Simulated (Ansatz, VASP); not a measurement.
# Two plane-wave programs on CaGe2N3

```
Ca Ge N
1.0
     5.19137   -3.14513    0.00000
     5.19137    3.14513    0.00000
     0.00000    0.00000    5.13051
Ca Ge N
2 4 6
Direct
  0.17873 0.82127 0.47251
  0.82127 0.17873 0.97251
  0.83095 0.50849 0.49239
  0.50849 0.83095 0.99239
  0.16905 0.49151 0.99239
  0.49151 0.16905 0.49239
  0.56342 0.83832 0.36416
  0.16168 0.43658 0.36416
  0.79146 0.20854 0.47039
  0.83832 0.56342 0.86416
  0.43658 0.16168 0.86416
  0.20854 0.79146 0.97039
```

Alike in both runs: functional PBE; k mesh 3 × 3 × 3; occupations gaussian, width 0.2 eV; no spin polarisation.

Ansatz relaxed the structure, and its values are those at the end. VASP's run is a single point on that final structure, the one shown.

|  | VASP | Ansatz |
| --- | --- | --- |
| version | VASP 6.6.1 | Ansatz 0.2.0 |
| potentials or method | VASP PAW PBE potentials, release 64 (Ca_sv, Ge_d, N), cutoff 520 eV | scalar-relativistic, plane waves, PAW |
| valence electrons in the cell | 106 | 106 |

```tsv
	VASP	Ansatz	Ansatz less VASP
gap on the k mesh at the Fermi level (eV)	none	none	-
pressure (GPa)	-0.1	-0.1	-0.03
rms of the force components (eV/Å)	0.028	0.024	-0.0040
```

A gap of «none» marks a metal or a gap that the smearing closes.

The k mesh is coarse, so the values compare programs but aren't converged.
